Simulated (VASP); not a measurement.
# TaN (P-6m2) in VASP: notebook, part 2 of 2

VASP 6.6.1.

### 3 Electric field gradients, PBEsol (volume scaled by 0.99)

Input file INCAR:

```
SYSTEM = TaN
ALGO = Normal
EDIFF = 1E-8
ENCUT = 520
GGA = PS
ISIF = 2
ISMEAR = -1
LASPH = .TRUE.
LCHARG = .FALSE.
LEFG = .TRUE.
LREAL = .FALSE.
LWAVE = .FALSE.
NBANDS = 15
NELM = 60
PREC = Accurate
SIGMA = 0.02
```

Input file KPOINTS:

```
k-points
0
G
  12 12 10
  0 0 0
```

Input file POSCAR:

```
TaN
1.0
    2.9281727019      0.0000000000      0.0000000000
   -1.4640863509      2.5358719465      0.0000000000
    0.0000000000      0.0000000000      2.8733577875
Ta N
1 1
Direct
    0.3333333333      0.6666666667      0.5000000000
    0.0000000000      0.0000000000      0.0000000000
```

Potentials or basis: VASP PAW PBE potentials, release 64 (Ta_pv, N).

Started as:

```
> cat potpaw_PBE.64/Ta_pv/POTCAR potpaw_PBE.64/N/POTCAR > POTCAR
> mpirun -np 1 vasp_std > vasp.out
```

OUTCAR:

```text
SYSTEM = TaN
   EDIFF = 1E-8
   ENCUT = 520
   GGA = PS
   ISIF = 2
   ISMEAR = -1
   LASPH = .TRUE.
   LREAL = .FALSE.
   NELM = 60
   PREC = Accurate

 ion  position               nearest neighbor table
   1  0.333  0.667  0.500-   2 2.22   2 2.22   2 2.22   2 2.22   2 2.22   2 2.22
   2  0.000  0.000  0.000-   1 2.22   1 2.22   1 2.22   1 2.22   1 2.22   1 2.22

  LATTYP: Found a hexagonal cell.
 ALAT       =     2.9281727019
 C/A-ratio  =     0.9812801634

  Lattice vectors:

 A1 = (   2.9281727019,   0.0000000000,   0.0000000000)
 A2 = (  -1.4640863509,   2.5358719465,   0.0000000000)
 A3 = (   0.0000000000,   0.0000000000,   2.8733577875)

Analysis of symmetry for initial positions (statically):
=====================================================================
 Subroutine PRICEL returns:
 Original cell was already a primitive cell.

 Routine SETGRP: Setting up the symmetry group for a
 hexagonal supercell.
[... 621 lines left out ...]
  volume of cell :       21.34
      direct lattice vectors                 reciprocal lattice vectors
     2.928172702  0.000000000  0.000000000     0.341509911  0.197170839  0.000000000
    -1.464086351  2.535871946  0.000000000     0.000000000  0.394341679  0.000000000
     0.000000000  0.000000000  2.873357787     0.000000000  0.000000000  0.348024880

 POSITION                                       TOTAL-FORCE (eV/Angst)
 -----------------------------------------------------------------------------------
     -0.00000      1.69058      1.43668         0.000000      0.000000      0.000000
      0.00000      0.00000      0.00000        -0.000000      0.000000      0.000000
 -----------------------------------------------------------------------------------
    total drift:                                0.000000     -0.000000     -0.000000

  FREE ENERGIE OF THE ION-ELECTRON SYSTEM (eV)
  ---------------------------------------------------
  free  energy   TOTEN  =       -23.8061226527 eV

  energy  without entropy=      -23.8060225633  energy(sigma->0) =      -23.80607261

 Electric field gradients (V/A^2)
---------------------------------------------------------------------
 ion       V_xx      V_yy      V_zz      V_xy      V_xz      V_yz
---------------------------------------------------------------------
   1      -9.028    -9.028    18.056     0.000     0.000    -0.000
   2      -0.115    -0.114     0.229     0.001     0.000     0.000
---------------------------------------------------------------------

 Electric field gradients after diagonalization (V/A^2)
 (convention: |V_zz| > |V_xx| > |V_yy|)
----------------------------------------------------------------------
 ion       V_xx      V_yy      V_zz     asymmetry (V_yy - V_xx)/ V_zz
----------------------------------------------------------------------
   1      -9.029    -9.028    18.056       0.000
   2      -0.116    -0.113     0.229       0.009
----------------------------------------------------------------------

           NMR quadrupolar parameters

 Cq : quadrupolar parameter    Cq=e*Q*V_zz/h
 eta: asymmetry parameters     (V_yy - V_xx)/ V_zz
 Q  : nuclear electric quadrupole moment in mb (millibarn)
----------------------------------------------------------------------
 ion       Cq(MHz)       eta       Q (mb)
----------------------------------------------------------------------
   1       0.044       0.000       1.000
   2       0.001       0.009       1.000
----------------------------------------------------------------------
```

OSZICAR:

```text
N       E                     dE             d eps       ncg     rms          rms(c)
DAV:   1     0.896431953487E+02    0.89643E+02   -0.87572E+03  3428   0.113E+03
DAV:   2    -0.233293479447E+02   -0.11297E+03   -0.10637E+03  4106   0.307E+02
DAV:   3    -0.261238926478E+02   -0.27945E+01   -0.27800E+01  3861   0.447E+01
DAV:   4    -0.261354469338E+02   -0.11554E-01   -0.11551E-01  4449   0.310E+00
DAV:   5    -0.261355139952E+02   -0.67061E-04   -0.67060E-04  3896   0.221E-01    0.243E+01
DAV:   6    -0.239069299675E+02    0.22286E+01   -0.34910E+00  4477   0.224E+01    0.104E+01
DAV:   7    -0.238418769976E+02    0.65053E-01   -0.55386E-01  3756   0.580E+00    0.705E+00
DAV:   8    -0.238135461387E+02    0.28331E-01   -0.14826E-01  4190   0.321E+00    0.147E+00
DAV:   9    -0.238062448963E+02    0.73012E-02   -0.15484E-02  3910   0.102E+00    0.187E-01
DAV:  10    -0.238061985418E+02    0.46354E-04   -0.10776E-03  4260   0.386E-01    0.888E-02
DAV:  11    -0.238061221108E+02    0.76431E-04   -0.96836E-05  4036   0.107E-01    0.103E-02
DAV:  12    -0.238061227844E+02   -0.67363E-06   -0.12505E-05  3644   0.313E-02    0.481E-03
DAV:  13    -0.238061227552E+02    0.29261E-07   -0.29628E-08  4386   0.171E-03    0.269E-03
DAV:  14    -0.238061226598E+02    0.95388E-07   -0.18331E-08  3652   0.138E-03    0.474E-04
DAV:  15    -0.238061226492E+02    0.10543E-07   -0.15961E-09  1759   0.364E-04    0.204E-04
DAV:  16    -0.238061226527E+02   -0.34393E-08   -0.20833E-10  1710   0.164E-04
   1 F= -.23806123E+02 E0= -.23806073E+02  d E =-.100089E-03
```

Wall time 54 s (1 thread of AMD EPYC 7R13, shared host); peak memory 0.14 GiB.

What came out:

| Quantity | Value |
| --- | --- |
| Free energy | -23.8061 eV |
| Pressure | -0.5 GPa |
| Band gap on the k mesh | zero (band 8 reaches 8.60 eV, above the bottom of band 9 at 8.09 eV) |

Levels at points of the mesh, in eV from the Fermi level:
| k point | band 6 | band 7 | band 8 | band 9 | band 10 | band 11 |
| --- | --- | --- | --- | --- | --- | --- |
| (0.00, 0.00, 0.00) | -4.71 | -4.37 | -3.02 | 2.19 | 3.54 | 3.54 |
| (0.50, 0.00, 0.00) | -5.35 | -3.64 | -3.28 | 2.93 | 4.00 | 5.17 |
| (0.00, 0.00, 0.50) | -3.88 | -3.88 | -0.21 | -0.21 | 2.37 | 3.23 |
| (0.50, 0.00, 0.50) | -6.34 | -5.85 | -0.43 | 4.13 | 5.34 | 6.06 |

Electric field gradients, principal values (V/Å²):
```tsv
atom	least	middle	greatest (by size)
1 Ta	-9.028	-9.029	18.056
2 N	-0.113	-0.116	0.229
```

Caveat: without QUAD_EFG the Cq values of the log hold for a quadrupole moment of 1 mb, not for the nuclei; the PAW data sets were made with another functional, which shifts forces and pressure a little; spin-orbit coupling is left out, which moves the levels of the heavy elements.

### 4 Electric field gradients, PBEsol (volume scaled by 0.99)

Input file INCAR:

```
ALGO = Normal
EDIFF = 1E-8
ENCUT = 520
GGA = PS
ISIF = 2
ISMEAR = -1
LASPH = True
LCHARG = False
LEFG = True
LREAL = False
LWAVE = False
NBANDS = 15
NELM = 80
PREC = Accurate
SIGMA = 0.02
```

Input file KPOINTS:

```
k-points
0
Gamma
  12 12 10
```

POSCAR is that of step 3.

Potentials or basis: VASP PAW PBE potentials, release 64 (Ta_pv, N).

Started as:

```
> cat potpaw_PBE.64/Ta_pv/POTCAR potpaw_PBE.64/N/POTCAR > POTCAR
> mpirun -np 1 vasp_std > vasp.out
```

OUTCAR:

```text
EDIFF = 1E-8
   ENCUT = 520
   GGA = PS
   ISIF = 2
   ISMEAR = -1
   LASPH = True
   LREAL = False
   NELM = 80
   PREC = Accurate

 ion  position               nearest neighbor table
   1  0.333  0.667  0.500-   2 2.22   2 2.22   2 2.22   2 2.22   2 2.22   2 2.22
   2  0.000  0.000  0.000-   1 2.22   1 2.22   1 2.22   1 2.22   1 2.22   1 2.22

  LATTYP: Found a hexagonal cell.
 ALAT       =     2.9281727019
 C/A-ratio  =     0.9812801634

  Lattice vectors:

 A1 = (   2.9281727019,   0.0000000000,   0.0000000000)
 A2 = (  -1.4640863509,   2.5358719465,   0.0000000000)
 A3 = (   0.0000000000,   0.0000000000,   2.8733577875)

Analysis of symmetry for initial positions (statically):
=====================================================================
 Subroutine PRICEL returns:
 Original cell was already a primitive cell.

 Routine SETGRP: Setting up the symmetry group for a
[... 621 lines left out ...]
  energy-cutoff  :      520.00
  volume of cell :       21.34
      direct lattice vectors                 reciprocal lattice vectors
     2.928172702  0.000000000  0.000000000     0.341509911  0.197170839  0.000000000
    -1.464086351  2.535871946  0.000000000     0.000000000  0.394341679  0.000000000
     0.000000000  0.000000000  2.873357787     0.000000000  0.000000000  0.348024880

 POSITION                                       TOTAL-FORCE (eV/Angst)
 -----------------------------------------------------------------------------------
     -0.00000      1.69058      1.43668         0.000000      0.000000      0.000000
      0.00000      0.00000      0.00000        -0.000000      0.000000      0.000000
 -----------------------------------------------------------------------------------
    total drift:                                0.000000     -0.000000     -0.000000

  FREE ENERGIE OF THE ION-ELECTRON SYSTEM (eV)
  ---------------------------------------------------
  free  energy   TOTEN  =       -23.8061226527 eV

  energy  without entropy=      -23.8060225633  energy(sigma->0) =      -23.80607261

 Electric field gradients (V/A^2)
---------------------------------------------------------------------
 ion       V_xx      V_yy      V_zz      V_xy      V_xz      V_yz
---------------------------------------------------------------------
   1      -9.028    -9.028    18.056     0.000     0.000    -0.000
   2      -0.115    -0.114     0.229     0.001     0.000     0.000
---------------------------------------------------------------------

 Electric field gradients after diagonalization (V/A^2)
 (convention: |V_zz| > |V_xx| > |V_yy|)
----------------------------------------------------------------------
 ion       V_xx      V_yy      V_zz     asymmetry (V_yy - V_xx)/ V_zz
----------------------------------------------------------------------
   1      -9.029    -9.028    18.056       0.000
   2      -0.116    -0.113     0.229       0.009
----------------------------------------------------------------------

           NMR quadrupolar parameters

 Cq : quadrupolar parameter    Cq=e*Q*V_zz/h
 eta: asymmetry parameters     (V_yy - V_xx)/ V_zz
 Q  : nuclear electric quadrupole moment in mb (millibarn)
----------------------------------------------------------------------
 ion       Cq(MHz)       eta       Q (mb)
----------------------------------------------------------------------
   1       0.044       0.000       1.000
   2       0.001       0.009       1.000
----------------------------------------------------------------------
```

Wall time 54 s (1 thread of AMD EPYC 7R13, shared host); peak memory 0.14 GiB.

Results:

```
Free energy            : -23.8061 eV
Pressure               : -0.5 GPa
Band gap on the k mesh : zero (band 8 reaches 8.60 eV, above the bottom of band 9 at 8.09 eV)
```

Electric field gradients, principal values (V/Å²):
```csv
atom,least,middle,greatest (by size)
1 Ta,-9.028,-9.029,18.056
2 N,-0.113,-0.116,0.229
```

Caveat: without QUAD_EFG the Cq values of the log hold for a quadrupole moment of 1 mb, not for the nuclei; the PAW data sets were made with another functional, which shifts forces and pressure a little; spin-orbit coupling is left out, which moves the levels of the heavy elements.
